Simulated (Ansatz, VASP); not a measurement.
## Two plane-wave programs on BN

File INCAR:

```
PREC = Accurate
ENCUT = 520
EDIFF = 1E-7
ISMEAR = 0
SIGMA = 0.05
LREAL = F
LASPH = T
NELM = 80
ALGO = Normal
ISIF = 2
LWAVE = F
LCHARG = F
GGA = PE
NBANDS = 11
```

The input KPOINTS:

```
regular mesh
0
Gamma
  12 12 12
```

POSCAR

```
BN
1.0
    0.0000000000      1.8123485119      1.8395337396
    1.8123485119      0.0000000000      1.8395337396
    1.8123485119      1.8123485119      0.0000000000
B N
1 1
Direct
    0.0000000000      0.0000000000      0.0000000000
    0.7500000000      0.7500000000      0.7500000000
```

Input for Ansatz:

```yaml
crystal:
  lattice:
    - [0.0, 1.8123485119, 1.8395337396]
    - [1.8123485119, 0.0, 1.8395337396]
    - [1.8123485119, 1.8123485119, 0.0]
  atoms:
    - { symbol: B, position: [0.0, 0.0, 0.0] }
    - { symbol: "N", position: [0.75, 0.75, 0.75] }
basis:
  ecutwfc: 420
kpoints:
  mp_grid: { grid: [12, 12, 12] }
hamiltonian:
  xc: pbe
scf:
  occupations: { method: gaussian, width: 0.05 }
output:
  forces: true
  stress: true
  eigenvalues: true
  write_density: true
  write_potential: true
  elf: true
  volumetric_format: npy
```

Change from the starting cell: strain +0.0150 x Voigt [0, 0, 1, 0, 0, 0], atoms carried along.

Alike in both runs: task single point; functional PBE; k mesh 12 × 12 × 12; occupations gaussian, width 0.05 eV; no spin polarisation.

|  | VASP | Ansatz |
| --- | --- | --- |
| version | VASP 6.6.1 | Ansatz 0.2.0 |
| potentials or method | VASP PAW PBE potentials, release 64 (B, N), cutoff 520 eV | scalar-relativistic, plane waves, PAW |
| valence electrons in the cell | 8 | 8 |

VASP gave:

* gap on the k mesh at the Fermi level (eV): 4.30
* least direct gap on the mesh (eV): 8.63
* pressure (GPa): -5.2
* traceless stress, the component that is largest in VASP (GPa): -6.10

Task: Estimate Ansatz's values.

Result: gap on the k mesh at the Fermi level (eV): 4.31; least direct gap on the mesh (eV): 8.64; pressure (GPa): -5.4; traceless stress, the component that is largest in VASP (GPa): -6.09.
